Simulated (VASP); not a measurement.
Runs of VASP 6.6.1 on RbMgSbO3. The structure is that of space group R3m (No. 160), or close to it. The cells are those of the table. 

| cell | gap on the mesh (eV) | pressure (GPa) | largest force (eV/Å) |
| --- | --- | --- | --- |
| a = 5.233 Å, angles 73.8°, 6 atoms | 2.68 | 2.0 | 2.46 |
| a = 5.267 Å, angles 73.8°, 6 atoms | 2.83 | -0.5 | (b) |
| a = 5.335 Å, angles 73.8°, 6 atoms | 2.78 | -2.7 | 0.99 |
| a = 5.198 Å, angles 73.8°, 6 atoms | 2.78 | 2.4 | 0.43 |
| a = 5.126 Å, angles 73.8°, 6 atoms | 2.72 | 5.9 | 1.34 |
| a = 5.302 Å, angles 73.8°, 6 atoms | 2.81 | -1.7 | 0.68 |
| a = 5.162 Å, angles 73.8°, 6 atoms | 2.75 | 4.1 | (a) |

Alike in all rows: task single point; level PBE; potentials or basis VASP PAW PBE potentials, release 64 (Sb, Rb_sv, Mg, O); no spin polarisation; k mesh 6 × 6 × 6; cutoff (eV) 520; smearing fermi-dirac 0.05 eV.

Estimate the missing entries.

(a) 0.87; (b) 0.34.

Caveats: spin-orbit coupling is left out, which moves the levels of the heavy elements; forces of over 1 eV/Å act on the atoms, so gaps and moduli don't describe the material at rest (some runs).

A k mesh can miss the band edges, and the runs leave out spin-orbit coupling on Rb, Sb.
